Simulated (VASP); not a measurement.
Input of a VASP 6.6.1 run:

The input INCAR:

```
PREC     = Accurate       # precision mode
ENCUT    = 520            # plane-wave cutoff, eV
EDIFF    = 1E-6           # SCF threshold, eV
ISMEAR   = 0              # smearing method
SIGMA    = 0.03           # smearing width, eV
LREAL    = False          # projectors in reciprocal space
LASPH    = True           # aspherical terms in the spheres
NELM     = 100            # most SCF steps
ALGO     = Normal         # electronic algorithm
ISIF     = 2              # what is computed and relaxed
LWAVE    = False          # write WAVECAR
LCHARG   = True           # write CHGCAR
GGA      = PE             # functional
LELF     = True           # ELF
LVHAR    = True         
NBANDS   = 17             # bands
```

File KPOINTS:

```
regular mesh
0
Gamma
  10 10 10
```

Contents of POSCAR:

```
PbSe
1.0
    0.0000000000      3.0621500000      3.0621500000
    3.0621500000      0.0000000000      3.0621500000
    3.0621500000      3.0621500000      0.0000000000
Pb Se
1 1
Direct
    0.0247464111      0.0247464111      0.0247464111
    0.5000000000      0.5000000000      0.5000000000
```

Potentials or basis: VASP PAW PBE potentials, release 64 (Pb_d, Se).

Command:

```bash
$ cat potpaw_PBE.64/Pb_d/POTCAR potpaw_PBE.64/Se/POTCAR > POTCAR
$ mpirun -np 1 vasp_std > vasp.out
```

Question: What does it give for the band gap on the k mesh?

Answer: 0.56 eV.

Question: Predict the largest force.

Answer: 0.327 eV/Å.

Question: Estimate the pressure.

Answer: 3.3 GPa.

Stress tensor (GPa, compression positive):
```
3.33 0.11 0.11
0.11 3.33 0.11
0.11 0.11 3.33
```

Caveat: the cell differs from its parent crystal (all Pb atoms moved +0.263 Å, as atom 1 along Cartesian [1 1 1]); the cell stands under pressure; spin-orbit coupling is left out, which moves the levels of the heavy elements. A k mesh can miss the band edges.
